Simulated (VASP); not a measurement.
# I: relaxation of cell and atoms with PBEsol

Crystal: I.

```
CELL_PARAMETERS angstrom
3.83219 0.00000 0.00000
-1.91609 3.31877 0.00000
0.00000 0.00000 3.58070
ATOMIC_POSITIONS crystal
I 0.00000 0.00000 0.00000
```

| Item | Value |
| --- | --- |
| Program | VASP 6.6.1 |
| Task | relaxation of cell and atoms |
| Functional | PBEsol |
| Potentials or basis | VASP PAW PBE potentials, release 64 (I) |
| Cutoff | 600 eV |
| k mesh | 6 × 6 × 6 |
| Occupations | gaussian, width 0.1 eV |
| Spin | no spin polarisation |
| Dipole correction | no |
| Further INCAR settings | ALGO = Normal; EDIFF = 1e-06; IBRION = 2; EDIFFG = -0.04; NSW = 90; ISIF = 3 |

The relaxed volume is 35.34 Å³/atom, the relaxed cell is a = 3.515 Å, b = 3.515 Å, c = 3.302 Å, α = 90.00°, β = 90.00°, γ = 120.00° and the space group after relaxing (to 0.05 Å) is P6/mmm (No. 191). The energy gained by relaxing is 170.7 meV/atom, the ionic steps are 6 and the pressure after relaxing is 0.0 GPa.

The path:
| step | energy change (eV) | largest force (eV/Å) | pressure (GPa) | volume (Å³) |
| --- | --- | --- | --- | --- |
| 1 | 0.0000 | 0.0000 | -4.08 | 45.54 |
| 2 | -0.1498 | 0.0000 | -1.97 | 38.31 |
| 3 | -0.1661 | 0.0000 | -0.25 | 35.94 |
| 4 | -0.1662 | 0.0000 | -0.09 | 35.77 |
| 5 | -0.1703 | 0.0000 | -0.05 | 35.46 |
| 6 | -0.1707 | 0.0000 | 0.05 | 35.34 |

Final structure:
```
I
1.0
     3.51545    0.00000    0.00000
    -1.75772    3.04447    0.00000
     0.00000    0.00000    3.30187
I
1
Direct
  0.00000 0.00000 0.00000
```

Levels at points of the mesh, in eV from the Fermi level:
```csv
k point,band 1,band 2,band 3,band 4,band 5,band 6
"(0.00, 0.00, 0.00)",-13.84,0.38,0.62,0.62,6.23,6.78
"(0.50, 0.00, 0.00)",-12.45,-4.97,-0.83,1.46,5.35,8.90
"(0.00, 0.00, 0.50)",-12.70,-5.15,1.45,1.45,9.02,10.24
"(0.50, 0.00, 0.50)",-11.34,-3.81,-3.69,0.09,3.63,7.23
```

Wall time 17 s on 1 thread of Intel(R) Xeon(R) 6975P-C (Granite Rapids) (shared host), peak memory 0.18 GiB.

Caveat: the volume moved by over 15 % at a fixed basis, so the end points are rough; the PAW data sets were made with another functional, which shifts forces and pressure a little; spin-orbit coupling is left out, which moves the levels of the heavy elements; an odd number of electrons without spin polarisation forces a metal; a magnetic or distorted state may lie lower.
